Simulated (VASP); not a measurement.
A run of VASP 6.6.1 is set up as follows.

The input INCAR:

```
SYSTEM = SiGeW3
PREC = Accurate ; ENCUT = 520
EDIFF = 1E-6 ; ISMEAR = 0
SIGMA = 0.1 ; LREAL = .False.
LASPH = .True. ; NELM = 100
ALGO = Fast ; ISIF = 2
LWAVE = .False. ; LCHARG = .False.
GGA = PE ; NBANDS = 38
```

KPOINTS

```
regular mesh
0
Gamma
  12 12 6
  0 0 0
```

Contents of POSCAR:

```
SiGeW3
1.0
    3.3492434946      0.0000000000      0.0000000000
    0.0000000000      3.3492434946      0.0000000000
    0.0000000000      0.0000000000      7.6096105777
Si Ge W
1 1 3
Direct
    0.5000000000      0.5000000000      0.0000000000
    0.0000000000      0.0000000000      0.5000000000
    0.0000000000      0.0000000000      0.8345845615
    0.0000000000      0.0000000000      0.1654154385
    0.5000000000      0.5000000000      0.5000000000
```

Potentials or basis: VASP PAW PBE potentials, release 64 (Si, Ge_d, W_sv).

The run is started by

```sh
$ cat potpaw_PBE.64/Si/POTCAR potpaw_PBE.64/Ge_d/POTCAR potpaw_PBE.64/W_sv/POTCAR > POTCAR
$ mpirun -np 1 vasp_std > vasp.out
```

(1) Predict the pressure.

(2) Estimate the band gap on the k mesh.

(3) Predict the largest force.

## Answers

(1) 0.3 GPa.

(2) zero (bands 30 and 31 overlap by 2.17 eV).

(3) 0.012 eV/Å.

Caveat: spin-orbit coupling is left out, which moves the levels of the heavy elements.
